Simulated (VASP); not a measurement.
A run of VASP 6.6.1 is set up as follows.

Contents of INCAR:

```
  ALGO = Normal
  EDIFF = 1E-6
  EDIFFG = -0.03
  ENCUT = 520
  GGA = PE
  IBRION = 2
  ISIF = 2
  ISMEAR = 0
  IVDW = 12
  LASPH = True
  LCHARG = False
  LREAL = Auto
  LWAVE = False
  NELECT = 64.0
  NELM = 100
  NSW = 80
  PREC = Accurate
  SIGMA = 0.05
```

File KPOINTS:

```
k-points
0
Gamma
  3 3 3
```

Contents of POSCAR:

```
HC16
1.0
    0.0000000000      3.5700000000      3.5700000000
    3.5700000000      0.0000000000      3.5700000000
    3.5700000000      3.5700000000      0.0000000000
C H
16 1
Direct
    0.0000000000      0.0000000000      0.0000000000
    0.1250000000      0.1250000000      0.1250000000
    0.0000000000      0.0000000000      0.5000000000
    0.1250000000      0.1250000000      0.6250000000
    0.0000000000      0.5000000000      0.0000000000
    0.1250000000      0.6250000000      0.1250000000
    0.0000000000      0.5000000000      0.5000000000
    0.1250000000      0.6250000000      0.6250000000
    0.5000000000      0.0000000000      0.0000000000
    0.6250000000      0.1250000000      0.1250000000
    0.5000000000      0.0000000000      0.5000000000
    0.6250000000      0.1250000000      0.6250000000
    0.5000000000      0.5000000000      0.0000000000
    0.6250000000      0.6250000000      0.1250000000
    0.5000000000      0.5000000000      0.5000000000
    0.6250000000      0.6250000000      0.6250000000
    0.8095116000      0.5528087000      0.8317991000
```

Potentials or basis: VASP PAW PBE potentials, release 64 (C, H).

Run with:

```bash
$ cat potpaw_PBE.64/C/POTCAR potpaw_PBE.64/H/POTCAR > POTCAR
$ mpirun -np 1 vasp_std > vasp.out
```

Q: Estimate the energy gained by relaxing.

A: 26.9 meV/atom.

Q: What does it give for the dispersion energy per atom?

A: -0.190 eV.

The path:
| step | energy change (eV) | largest force (eV/Å) | pressure (GPa) |
| --- | --- | --- | --- |
| 1 | 0.0000 | 2.1015 | -19.16 |
| 3 | -0.2068 | 0.3788 | -19.73 |
| 5 | -0.2181 | 0.4268 | -19.77 |
| 7 | -0.2553 | 0.6491 | -19.60 |
| 9 | -0.2840 | 0.6504 | -19.32 |
| 11 | -0.2905 | 0.5721 | -19.12 |
| 13 | -0.3396 | 0.6070 | -18.00 |
| 15 | -0.3741 | 0.7600 | -17.74 |
| 17 | -0.3978 | 0.4088 | -17.59 |
| 19 | -0.4076 | 0.3360 | -17.56 |
| 21 | -0.4236 | 0.3036 | -17.38 |
| 23 | -0.4292 | 0.3990 | -17.20 |
| 25 | -0.4403 | 0.3158 | -16.90 |
| 27 | -0.4479 | 0.3043 | -16.54 |
| 29 | -0.4510 | 0.1390 | -16.36 |
| 31 | -0.4526 | 0.1033 | -16.17 |
| 33 | -0.4539 | 0.0566 | -15.98 |
| 35 | -0.4544 | 0.0572 | -15.92 |
| 37 | -0.4545 | 0.0486 | -15.89 |
| 39 | -0.4548 | 0.0560 | -15.85 |
| 41 | -0.4551 | 0.0541 | -15.83 |
| 43 | -0.4552 | 0.0678 | -15.81 |
| 45 | -0.4556 | 0.0482 | -15.80 |
| 47 | -0.4557 | 0.0737 | -15.79 |
| 49 | -0.4563 | 0.0668 | -15.79 |
| 51 | -0.4568 | 0.0466 | -15.83 |
| 53 | -0.4571 | 0.0361 | -15.90 |
| 54 | -0.4572 | 0.0284 | -15.92 |

Caveat: the k points lie up to 0.51 Å⁻¹ apart; the cell carries a net charge on a neutralising background, which shifts energy and pressure; the cell is charged against a uniform background, so pressure and absolute levels hang on convention.
